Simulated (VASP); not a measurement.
# Ag in VASP: further runs

Ag is run at these levels: PBE; tasks: single point, relaxation of cell and atoms.

All numbers are computed with VASP 6.6.1; they aren't measurements. Logs are shortened: lines on timing, memory, paths and dates and some standing lists are left out, and cuts for length are marked.

### Step 1. The cell of the first run

It takes space group Fm-3m (No. 225, cubic). Conventional cell: a = 4.148 Å, b = 4.148 Å, c = 4.148 Å, α = 90.00°, β = 90.00°, γ = 90.00°. Within 3.9 Å of Ag (site symmetry m-3m) lie 12 Ag at 2.93 Å.

### Step 2. Single point, PBE

Input file INCAR:

```
SYSTEM = Ag
  PREC = Accurate
  ENCUT = 520
  EDIFF = 1E-6
  ISMEAR = 0
  SIGMA = 0.1
  LREAL = .FALSE.
  LASPH = .TRUE.
  NELM = 60
  ALGO = Fast
  ISIF = 2
  LWAVE = .FALSE.
  LCHARG = .TRUE.
  GGA = PE
  LELF = .TRUE.
  LVHAR = .TRUE.
  NBANDS = 12
```

Input file KPOINTS:

```
regular mesh
0
G
  22 22 22
  0 0 0
```

Input file POSCAR:

```
Ag
1.0
    0.0000000000      2.0738321751      2.0738321751
    2.0738321751      0.0000000000      2.0738321751
    2.0738321751      2.0738321751      0.0000000000
Ag
1
Direct
    0.5000000000      0.5000000000      0.5000000000
```

Potentials or basis: VASP PAW PBE potentials, release 64 (Ag).

The run is started by

```
cat potpaw_PBE.64/Ag/POTCAR > POTCAR
mpirun -np 1 vasp_std > vasp.out
```

OUTCAR:

```text
SYSTEM = Ag
   PREC = Accurate
   ENCUT = 520
   EDIFF = 1E-6
   ISMEAR = 0
   LREAL = .FALSE.
   LASPH = .TRUE.
   NELM = 60
   ISIF = 2
   GGA = PE

 ion  position               nearest neighbor table
   1  0.500  0.500  0.500-

  LATTYP: Found a face centered cubic cell.
 ALAT       =     4.1476643502

  Lattice vectors:

 A1 = (   0.0000000000,   2.0738321751,   2.0738321751)
 A2 = (   2.0738321751,   0.0000000000,   2.0738321751)
 A3 = (   2.0738321751,   2.0738321751,   0.0000000000)

Analysis of symmetry for initial positions (statically):
=====================================================================
 Subroutine PRICEL returns:
 Original cell was already a primitive cell.

 Routine SETGRP: Setting up the symmetry group for a
 face centered cubic supercell.

 Subroutine GETGRP returns: Found 48 space group operations
 (whereof 48 operations were pure point group operations)
 out of a pool of 48 trial point group operations.

The static configuration has the point symmetry O_h .

Analysis of symmetry for dynamics (positions and initial velocities):
=====================================================================
 Subroutine PRICEL returns:
 Original cell was already a primitive cell.

 Routine SETGRP: Setting up the symmetry group for a
 face centered cubic supercell.

 Subroutine GETGRP returns: Found 48 space group operations
 (whereof 48 operations were pure point group operations)
 out of a pool of 48 trial point group operations.

The dynamic configuration has the point symmetry O_h .

 Subroutine INISYM returns: Found 48 space group operations
 (whereof 48 operations are pure point group operations),
 and found     1 'primitive' translations

----------------------------------------------------------------------------------------

                                     Primitive cell

  volume of cell :      17.8382

  direct lattice vectors                    reciprocal lattice vectors
     0.000000000  2.073832175  2.073832175    -0.241099548  0.241099548  0.241099548
     2.073832175  0.000000000  2.073832175     0.241099548 -0.241099548  0.241099548
     2.073832175  2.073832175  0.000000000     0.241099548  0.241099548 -0.241099548

  length of vectors
     2.932841588  2.932841588  2.932841588     0.417596667  0.417596667  0.417596667

  position of ions in fractional coordinates (direct lattice)
     0.500000000  0.500000000  0.500000000

  ion indices of the primitive-cell ions
   primitive index   ion index
                 1           1

----------------------------------------------------------------------------------------

 KPOINTS: regular mesh

Automatic generation of k-mesh.
 Grid dimensions read from file:
 generate k-points for:   22   22   22

 Generating k-lattice:

  Cartesian coordinates                     Fractional coordinates (reciprocal lattice)
    -0.010959070  0.010959070  0.010959070     0.045454545  0.000000000  0.000000000
     0.010959070 -0.010959070  0.010959070     0.000000000  0.045454545  0.000000000
     0.010959070  0.010959070 -0.010959070     0.000000000  0.000000000  0.045454545

  Length of vectors
     0.018981667  0.018981667  0.018981667

  Shift w.r.t. Gamma in fractional coordinates (k-lattice)
     0.000000000  0.000000000  0.000000000

 Subroutine IBZKPT returns following result:
 ===========================================

 Found    328 irreducible k-points:

 Following reciprocal coordinates:
            Coordinates               Weight
  0.000000  0.000000  0.000000      1.000000
  0.045455  0.000000  0.000000      8.000000
  0.090909  0.000000  0.000000      8.000000
  0.136364  0.000000  0.000000      8.000000
  0.181818  0.000000  0.000000      8.000000
  0.227273  0.000000  0.000000      8.000000
[... 16 lines left out ...]
  0.500000  0.045455  0.000000     24.000000
 -0.454545  0.045455  0.000000     24.000000
 [... further k-points ...]
   k-points           NKPTS =    328   k-points in BZ     NKDIM =    328   number of bands    NBANDS=     12
   number of dos      NEDOS =    301   number of ions     NIONS =      1
   total plane-waves  NPLWV =  13824
   dimension x,y,z NGX =    24 NGY =   24 NGZ =   24
   dimension x,y,z NGXF=    48 NGYF=   48 NGZF=   48
   ions per type =               1
   NGX,Y,Z   is equivalent  to a cutoff of  13.60, 13.60, 13.60 a.u.
   NGXF,Y,Z  is equivalent  to a cutoff of  27.21, 27.21, 27.21 a.u.
 SYSTEM =  Ag
   PREC   = accura    normal or accurate (medium, high low for compatibility)
   ISTART =      0    job   : 0-new  1-cont  2-samecut
   ICHARG =      2    charge: 1-file 2-atom 10-const
   ISPIN  =      1    spin polarized calculation?
   LNONCOLLINEAR =      F non collinear calculations
   LSORBIT =      F    spin-orbit coupling
   LASPH  =      T    aspherical Exc in radial PAW
   ENCUT  =  520.0 eV  38.22 Ry    6.18 a.u.   5.45  5.45  5.45*2*pi/ulx,y,z
   NELM   =     60;   NELMIN=  2; NELMDL= -5     # of ELM steps
   EDIFF  = 0.1E-05   stopping-criterion for ELM
   LREAL  =      F    real-space projection
   EDIFFG = 0.1E-04   stopping-criterion for IOM
   NSW    =      0    number of steps for IOM
   IBRION =     -1    ionic relax: 0-MD 1-quasi-New 2-CG
   NFREE  =      0    steps in history (QN), initial steepest desc. (CG)
   ISIF   =      2    stress and relaxation
   ISYM   =      2    0-nonsym 1-usesym 2-fastsym
   POTIM  = 0.5000    time-step for ionic-motion
   TEBEG  =    0.0;   TEEND  =   0.0 temperature during run
   PSTRESS=    0.0 pullay stress
   NELECT =      11.0000    total number of electrons
   NUPDOWN=      -1.0000    fix difference up-down
   EMIN   =  10.00;   EMAX   =-10.00  energy-range for DOS
   EFERMI =   0.00;   METHOD = LEGACY
   ISMEAR =     0;   SIGMA  =   0.10  broadening in eV -4-tet -1-fermi 0-gaus
   EFERMI_NEDOS =   21; number of points for ismear=-14 and -15
   IALGO  =     68    algorithm
   IMIX   =      4    mixing-type and parameters
     AMIX     =   0.40;   BMIX     =  1.00
     AMIX_MAG =   1.60;   BMIX_MAG =  1.00
  volume/ion in A,a.u.               =      17.84       120.38
  Fermi-wavevector in a.u.,A,eV,Ry     =   1.393442  2.633223 26.418155  1.941680
  Thomas-Fermi vector in A             =   2.517087
   LORBIT       =      0    0 simple, 1 ext, 2 COOP (PROOUT), +10 PAW based schemes
   GGA     = PE    functional components
   LHFCALC =     F    Hartree Fock is set to
   AEXX    =    0.0000 exact exchange contribution
   IVDW    =     0    specifies the selected vdW correction
   LEPSILON=     F    determine dielectric tensor
   LRPA    =     F    only Hartree local field effects (RPA)
 non-spin polarized calculation
 RMM-DIIS sequential band-by-band and
 Gauss-broadening in eV      SIGMA  =   0.10
  energy-cutoff  :      520.00
  volume of cell :       17.84
 maximum number of plane-waves:       531
 NGX is ok and might be reduce to    24

 number of electron      11.0000000 magnetization

 Free energy of the ion-electron system (eV)
  ---------------------------------------------------
  ext. energy  EPLUGINS =         0.00000000
  ---------------------------------------------------
  free energy    TOTEN  =        -2.72042163 eV

  energy without entropy =       -2.71950616  energy(sigma->0) =       -2.71996390

 E-fermi :   7.8567     XC(G=0): -11.9421

 val. band max:        7.8222937010   @ k =   0.5000   0.2727   0.0909
 cond. band min:       7.8875429746   @ k =   0.5000   0.3636   0.1364
 fundamental gap:      0.0652492736
 Fermi energy:         7.8566516980

 k-point     1 :       0.0000    0.0000    0.0000
  band No.  band energies     occupation
      1       0.3763      2.00000
      2       3.1698      2.00000
      3       3.1698      2.00000
      4       3.1698      2.00000
      5       4.1237      2.00000
      6       4.1237      2.00000
      7      23.7376      0.00000
      8      27.0486      0.00000
      9      27.0486      0.00000
     10      27.0486      0.00000
     11      31.7488      0.00000
     12      32.6090      0.00000

 k-point     2 :       0.0455    0.0000    0.0000
  band No.  band energies     occupation
      1       0.4389      2.00000
      2       3.1559      2.00000
      3       3.1868      2.00000
      4       3.1868      2.00000
      5       4.1172      2.00000
      6       4.1172      2.00000
      7      23.7450      0.00000
      8      26.4523      0.00000
      9      27.0658      0.00000
     10      27.0658      0.00000
     11      31.8453      0.00000
     12      32.5630      0.00000

 k-point     3 :       0.0909    0.0000    0.0000
  band No.  band energies     occupation
      1       0.6225      2.00000
      2       3.1203      2.00000
      3       3.2334      2.00000
      4       3.2334      2.00000
      5       4.1020      2.00000
      6       4.1020      2.00000
      7      23.6325      0.00000
      8      25.2944      0.00000
      9      27.1077      0.00000
     10      27.1077      0.00000
     11      31.2561      0.00000
     12      32.3503      0.00000
[... 286 lines left out ...]
 k-point    23 :       0.5000    0.0455    0.0000
  band No.  band energies     occupation
      1       1.7329      2.00000
      2       3.1302      2.00000
      3       3.1808      2.00000
      4       4.7315      2.00000
      5       4.8607      2.00000
      6       7.6540      1.99585
      7      11.2578      0.00000
      8      22.9197      0.00000
      9      24.8683      0.00000
     10      24.9585      0.00000
     11      30.2762      0.00000
     12      30.3239      0.00000

 k-point    24 :      -0.4545    0.0455    0.0000
  band No.  band energies     occupation
      1       1.7375      2.00000
      2       3.1375      2.00000
      3       3.1806      2.00000
      4       4.7468      2.00000
      5       4.8215      2.00000
      6       7.4980      2.00000
      7      11.4525      0.00000
      8      22.9210      0.00000
      9      24.7145      0.00000
     10      25.2130      0.00000
     11      30.1716      0.00000
     12      30.3764      0.00000

 [... further k-points ...]
[... 5 lines left out ...]
  --------------------------------------------------------------------------------------
  -------------------------------------------------------------------------------------
  Total       -0.0074509     -0.0074509     -0.0074509      0.0000000      0.0000000     -0.0000000
  in kB       -0.6692168     -0.6692168     -0.6692168      0.0000000      0.0000000     -0.0000000
  external PRESSURE =      -0.6692168 kB  Pullay stress =       0.0000000 kB

 VOLUME and BASIS-vectors are now :
 -----------------------------------------------------------------------------
  energy-cutoff  :      520.00
  volume of cell :       17.84
      direct lattice vectors                 reciprocal lattice vectors
     0.000000000  2.073832175  2.073832175    -0.241099548  0.241099548  0.241099548
     2.073832175  0.000000000  2.073832175     0.241099548 -0.241099548  0.241099548
     2.073832175  2.073832175  0.000000000     0.241099548  0.241099548 -0.241099548

 POSITION                                       TOTAL-FORCE (eV/Angst)
 -----------------------------------------------------------------------------------
      2.07383      2.07383      2.07383         0.000000      0.000000      0.000000
 -----------------------------------------------------------------------------------
    total drift:                               -0.000000     -0.000000      0.000000

  FREE ENERGIE OF THE ION-ELECTRON SYSTEM (eV)
  ---------------------------------------------------
  free  energy   TOTEN  =        -2.7204216303 eV

  energy  without entropy=       -2.7195061618  energy(sigma->0) =       -2.71996390
```

Run time: 38 s. Hardware: 1 thread of Intel Xeon Platinum 8259CL at 2.50GHz (Skylake/Cascade Lake), shared host; peak memory 0.2 GiB.

What came out:

```yaml
Free_energy: -2.7204 eV
Pressure: -0.1 GPa
```

### Step 3. Single point, PBE

This run uses another cell than the first one, of 17.94 Å³/atom, 1.006 times its volume.

Input file INCAR:

```
SYSTEM = Ag
ALGO = Normal
EDIFF = 1E-6
ENCUT = 520
GGA = PE
ISIF = 2
ISMEAR = 0
LASPH = .TRUE.
LCHARG = .FALSE.
LREAL = .FALSE.
LWAVE = .FALSE.
NBANDS = 12
NELM = 80
PREC = Accurate
SIGMA = 0.1
```

Input file KPOINTS:

```
k-points
0
G
  8 8 8
  0 0 0
```

Input file POSCAR:

```
Ag
1.0
   -1.4761746125      1.4761746125      2.0587295265
    1.4761746125     -1.4761746125      2.0587295265
    1.4761746125      1.4761746125     -2.0587295265
Ag
1
Direct
    0.0000000000      0.0000000000      0.0000000000
```

Potentials or basis: VASP PAW PBE potentials, release 64 (Ag).

The run is started by

```
cat potpaw_PBE.64/Ag/POTCAR > POTCAR
mpirun -np 1 vasp_std > vasp.out
```

It took 9 s on 1 thread of Intel Xeon Platinum 8175M at 2.50GHz (Skylake/Cascade Lake), shared host; peak memory 0.14 GiB.

The run converged. Its results:

- Free energy: -2.6915 eV
- Pressure: -0.1 GPa

Stress tensor (GPa, compression positive):
```
-0.17  0.00  0.00
 0.00 -0.17  0.00
 0.00  0.00 -0.03
```

Levels at points of the mesh, in eV from the Fermi level:
| k point | band 2 | band 3 | band 4 | band 5 | band 6 | band 7 | band 8 | band 9 | band 10 | band 11 |
| --- | --- | --- | --- | --- | --- | --- | --- | --- | --- | --- |
| (0.00, 0.00, 0.00) | -4.45 | -4.45 | -4.37 | -3.52 | -3.44 | 16.11 | 19.33 | 19.33 | 19.48 | 24.07 |
| (0.50, 0.00, 0.00) | -4.48 | -4.40 | -2.77 | -2.73 | -0.06 | 3.53 | 15.32 | 17.39 | 17.73 | 22.20 |
| (0.50, 0.50, 0.00) | -5.79 | -2.78 | -2.59 | -2.53 | 1.78 | 6.45 | 10.69 | 10.70 | 16.87 | 16.88 |
| (0.50, 0.50, 0.50) | -5.79 | -2.78 | -2.55 | -2.55 | 2.01 | 6.78 | 10.45 | 10.45 | 16.63 | 16.64 |

Caveat: the k points lie up to 0.38 Å⁻¹ apart.

### Step 4. Relaxation of cell and atoms, PBE

Input file INCAR:

```
SYSTEM = Ag
PREC = Accurate
ENCUT = 600
EDIFF = 1E-7
ISMEAR = 0
SIGMA = 0.1
LREAL = .FALSE.
LASPH = .TRUE.
NELM = 100
ALGO = Normal
ISIF = 3
LWAVE = .FALSE.
LCHARG = .FALSE.
GGA = PE
IBRION = 2
NSW = 90
EDIFFG = -0.04
```

Input file KPOINTS:

```
Automatic mesh
0
G
  8 8 8
  0 0 0
```

Input file POSCAR:

```
Ag
1.0
   -1.4736756154      1.4736756154      2.0499690480
    1.4736756154     -1.4736756154      2.0499690480
    1.4736756154      1.4736756154     -2.0499690480
Ag
1
Direct
    0.0000000000      0.0000000000      0.0000000000
```

The run is started by

```
cat potpaw_PBE.64/Ag/POTCAR > POTCAR
mpirun -np 1 vasp_std > vasp.out
```

It took 14 s on 1 thread of Intel Xeon Platinum 8175M at 2.50GHz (Skylake/Cascade Lake), shared host; peak memory 0.15 GiB.

The run converged. Its results:

```yaml
Free_energy: -2.6912 eV
Relaxed_volume: 17.96 Å³/atom
Relaxed_cell: a = 2.932 Å, b = 2.932 Å, c = 2.932 Å, α = 119.49°, β = 119.49°, γ = 90.89°
Space_group_after_relaxing_to_0.05_Å: I4/mmm (No. 139)
Energy_gained_by_relaxing: 0.1 meV/atom
Ionic_steps: 2
Pressure_after_relaxing: -0.2 GPa
```

Stress tensor (GPa, compression positive):
```
-0.28  0.00  0.00
 0.00 -0.28  0.00
 0.00  0.00 -0.10
```

Step by step:
```tsv
step	energy change (eV)	largest force (eV/Å)	pressure (GPa)	volume (Å³)
1	0.0000	0.0000	0.53	17.81
2	-0.0001	0.0000	-0.22	17.96
```

Final structure:
```
CELL_PARAMETERS angstrom
-1.47734 1.47734 2.05718
1.47734 -1.47734 2.05718
1.47734 1.47734 -2.05718
ATOMIC_POSITIONS crystal
Ag 0.00000 0.00000 0.00000
```

Levels at points of the mesh, in eV from the Fermi level:
```csv
k point,band 4,band 5,band 6,band 7,band 8,band 9
"(0.00, 0.00, 0.00)",-4.36,-3.52,-3.43,16.10,19.31,19.31
"(0.50, 0.00, 0.00)",-2.77,-2.73,-0.06,3.53,15.31,17.36
"(0.50, 0.50, 0.00)",-2.60,-2.53,1.77,6.43,10.69,10.70
"(0.50, 0.50, 0.50)",-2.56,-2.56,2.02,6.80,10.42,10.42
```

Caveat: the k points lie up to 0.38 Å⁻¹ apart in the final cell.

### Step 5. Single point, PBE

This run uses another cell than the first one: it holds 4 atoms, not 1.

Input file INCAR:

```
  PREC = Accurate
  ENCUT = 520
  EDIFF = 1E-6
  ISMEAR = 0
  SIGMA = 0.1
  LREAL = False
  LASPH = True
  NELM = 60
  ALGO = Fast
  ISIF = 2
  LWAVE = False
  LCHARG = False
  GGA = PE
  NBANDS = 30
```

Input file KPOINTS:

```
regular mesh
0
Gamma
  4 4 6
```

Input file POSCAR:

```
Ag
1.0
    5.0202268966     -0.1642055305      0.0112226519
    1.8490649667      3.7197218595      0.2767611181
   -1.6708723238      0.5471550613      3.7847531998
Ag
4
Direct
    0.3591083459      0.8095017154      0.1309023213
    0.3592179383      0.3099340027      0.6307896160
    0.8594498008      0.0592222349      0.3804279800
    0.8592318869      0.5591378836      0.8807271729
```

The run is started by

```
cat potpaw_PBE.64/Ag/POTCAR > POTCAR
mpirun -np 1 vasp_std > vasp.out
```

Wall time 96 s (1 thread of Intel Xeon Platinum 8175M at 2.50GHz (Skylake/Cascade Lake), shared host); peak memory 0.24 GiB.

The run converged. Its results:

- Free energy: -10.9339 eV
- Pressure: 0.1 GPa
- Largest force: 0.012 eV/Å
- Band gap on the k mesh: zero (band 22 reaches 9.98 eV, above the bottom of band 23 at 6.80 eV)

Forces on the atoms (eV/Å):
```
Ag   0.008 -0.001 -0.003
Ag  -0.002 -0.012 -0.001
Ag  -0.008  0.006  0.006
Ag   0.003  0.007 -0.002
```

Stress tensor (GPa, compression positive):
```
 0.09 -0.01 -0.25
-0.01  0.08  0.14
-0.25  0.14  0.03
```

Levels at points of the mesh, in eV from the Fermi level:
| k point | band 20 | band 21 | band 22 | band 23 | band 24 | band 25 |
| --- | --- | --- | --- | --- | --- | --- |
| (0.00, 0.00, 0.00) | -2.78 | -2.77 | 1.82 | 5.74 | 5.75 | 5.80 |
| (0.50, 0.00, 0.00) | -2.82 | -2.75 | -2.75 | 1.53 | 1.56 | 6.24 |
| (0.00, 0.50, 0.00) | -3.14 | -2.44 | -2.44 | 2.42 | 2.43 | 6.59 |
| (0.50, 0.50, 0.00) | -3.14 | -2.44 | -2.44 | 2.43 | 2.43 | 6.59 |
| (0.00, 0.00, 0.50) | -3.14 | -2.47 | -2.47 | 2.54 | 2.55 | 6.66 |
| (0.50, 0.00, 0.50) | -3.13 | -2.41 | -2.41 | 2.28 | 2.28 | 6.57 |
| (0.00, 0.50, 0.50) | -2.93 | -0.66 | -0.65 | -0.35 | -0.24 | 3.25 |
| (0.50, 0.50, 0.50) | -2.93 | -0.66 | -0.66 | -0.35 | -0.23 | 3.25 |

Caveat: the k points lie up to 0.42 Å⁻¹ apart.

### Step 6. Single point, PBE

Input file INCAR:

```
ALGO = Normal
EDIFF = 1E-7
ENCUT = 520
GGA = PE
ISIF = 2
ISMEAR = 0
LASPH = T
LCHARG = F
LREAL = F
LWAVE = F
NBANDS = 12
NELM = 100
PREC = Accurate
SIGMA = 0.1
```

Input file KPOINTS:

```
k-points
0
Gamma
  26 26 26
```

Input file POSCAR:

```
Ag
1.0
   -1.4658767282      1.4658767282      2.0741656145
    1.4658767282     -1.4658767282      2.0741656145
    1.4658767282      1.4658767282     -2.0741656145
Ag
1
Direct
    0.0000000000      0.0000000000      0.0000000000
```

Potentials or basis: VASP PAW PBE potentials, release 64 (Ag).

The run is started by

```
cat potpaw_PBE.64/Ag/POTCAR > POTCAR
mpirun -np 1 vasp_std > vasp.out
```

It took 2.1 min on 1 thread of Intel Xeon Platinum 8259CL at 2.50GHz (Skylake/Cascade Lake), shared host; peak memory 0.39 GiB.

The run converged. Its results:

| Property | Result |
| --- | --- |
| Free energy | -2.7193 eV |
| Pressure | -0.1 GPa |

Levels at points of the mesh, in eV from the Fermi level:
```
           k point  band 3  band 4  band 5  band 6  band 7  band 8  band 9  band 10
(0.00, 0.00, 0.00)   -4.72   -4.72   -3.77   -3.76   15.85   19.16   19.17    19.17
(0.50, 0.00, 0.00)   -4.74   -3.03   -3.03   -0.35    3.30   15.08   17.34    17.35
(0.50, 0.50, 0.00)   -3.06   -2.84   -2.83    1.58    6.34   10.37   10.37    16.59
(0.50, 0.50, 0.50)   -3.06   -2.84   -2.84    1.57    6.33   10.38   10.38    16.60
```

### Step 7. Overview

| task | cell | k mesh | cutoff (eV) | gap on the mesh (eV) | pressure (GPa) |
| --- | --- | --- | --- | --- | --- |
| single point | a = 2.933 Å, angles 60.0°, 1 atom | 22 × 22 × 22 | 520 | none | -0.1 |
| single point | a = 2.932 Å, angles 119.5, 119.5, 90.8°, 1 atom | 8 × 8 × 8 | 520 | none | -0.1 |
| relaxation of cell and atoms | relaxed from a = 2.923 Å, angles 119.5, 119.5, 90.9°, 1 atom | 8 × 8 × 8 | 600 | none | -0.2 |
| single point | a = 5.023, b = 4.163, c = 4.173 Å, angles 90.0, 113.7, 65.5°, 4 atoms | 4 × 4 × 6 | 520 | none | 0.1 |
| single point | a = 2.933 Å, angles 120.0, 120.0, 90.0°, 1 atom | 26 × 26 × 26 | 520 | none | -0.1 |

Alike in all rows: level PBE; potentials or basis VASP PAW PBE potentials, release 64 (Ag); no spin polarisation; smearing gaussian 0.1 eV.

Caveats: some runs use coarse meshes.

Absolute energies hang on the potentials; compare differences alone.
